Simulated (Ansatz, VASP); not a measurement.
**One calculation of KF, two programs**

```xyz
2
Lattice="0.0817 2.5669 2.5669 2.5669 0.0817 2.5669 2.5669 2.5669 0.0817" Properties=species:S:1:pos:R:3 pbc="T T T"
K     0.0000    0.0000    0.0000
F     2.6078    2.6078    2.6078
```

Alike in both runs: task single point; functional LDA; k mesh 8 × 8 × 8; occupations gaussian, width 0.05 eV; no spin polarisation.

```csv
,VASP,Ansatz
version,VASP 6.6.1,Ansatz 0.2.0
potentials or method,"VASP PAW LDA potentials, release 64 (K_sv, F), cutoff 520 eV","scalar-relativistic, plane waves, PAW"
valence electrons in the cell,16,16
```

|  | VASP | Ansatz | Ansatz less VASP |
| --- | --- | --- | --- |
| gap on the k mesh at the Fermi level (eV) | 6.71 | 6.73 | +0.020 |
| least direct gap on the mesh (eV) | 6.72 | 6.74 | +0.021 |
| pressure (GPa) | 3.7 | 3.3 | -0.37 |
| traceless stress, the component that is largest in VASP (GPa) | -0.41 | -0.42 | -0.015 |

LDA's correlation is that of Perdew and Zunger in VASP and of Perdew and Wang (1992) in Ansatz.
